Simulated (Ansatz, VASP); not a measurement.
# One calculation of Ge, two programs

Contents of POSCAR:

```
Ge
1.0
   -2.6131070648      2.6131070648      1.4393350225
    2.6131070648     -2.6131070648      1.4393350225
    2.6131070648      2.6131070648     -1.4393350225
Ge
2
Direct
    0.2500000000      0.7500000000      0.5000000000
    0.5000000000      0.5000000000      0.0000000000
```

Contents of INCAR.step1:

```
SYSTEM = Ge
PREC = Accurate
ENCUT = 520
ISMEAR = 0
SIGMA = 0.15
LREAL = .False.
LASPH = .True.
NELM = 60
NBANDS = 21
GGA = PE
ALGO = Normal
EDIFF = 1E-4
LWAVE = .True.
LCHARG = .False.
```

The input INCAR.step2:

```
SYSTEM = Ge
PREC = Accurate
ENCUT = 520
EDIFF = 1E-6
ISMEAR = 0
SIGMA = 0.15
LREAL = .False.
LASPH = .True.
NELM = 60
ALGO = Normal
ISIF = 2
LWAVE = .False.
LCHARG = .False.
METAGGA = R2SCAN
LMIXTAU = .True.
NBANDS = 21
ISTART = 1
```

File KPOINTS:

```
Automatic mesh
0
Gamma
  20 20 20
  0 0 0
```

Input for Ansatz:

```yaml
crystal:
  lattice:
    - [-2.6131070648, 2.6131070648, 1.4393350225]
    - [2.6131070648, -2.6131070648, 1.4393350225]
    - [2.6131070648, 2.6131070648, -1.4393350225]
  atoms:
    - { symbol: Ge, position: [0.25, 0.75, 0.5] }
    - { symbol: Ge, position: [0.5, 0.5, 0.0] }
basis:
  ecutwfc: 500
kpoints:
  mp_grid: { grid: [20, 20, 20] }
hamiltonian:
  xc: r2scan
scf:
  occupations: { method: gaussian, width: 0.15 }
output:
  forces: true
  stress: true
  eigenvalues: true
```

Change from the starting cell: strain +0.015 along x and y, +0.030 along z, atoms carried along.

Alike in both runs: task single point; functional r2SCAN; k mesh 20 × 20 × 20; occupations gaussian, width 0.15 eV; no spin polarisation.

|  | VASP | Ansatz |
| --- | --- | --- |
| version | VASP 6.6.1 | Ansatz 0.2.0 |
| potentials or method | VASP PAW PBE potentials, release 64 (Ge_d), cutoff 520 eV | scalar-relativistic, plane waves, PAW |
| valence electrons in the cell | 28 | 28 |

Ansatz gave:

| Property | Result |
| --- | --- |
| gap on the k mesh at the Fermi level (eV) | none |
| pressure (GPa) | -3.5 |
| traceless stress, the component that is largest in VASP (GPa) | 0.42 |

Task: What did VASP give for the same quantities?

Result: gap on the k mesh at the Fermi level (eV): none; pressure (GPa): -3.7; traceless stress, the component that is largest in VASP (GPa): 0.40.

VASP's potentials were made for PBE, not for r2SCAN. A gap of «none» marks a metal or a gap that the smearing closes.
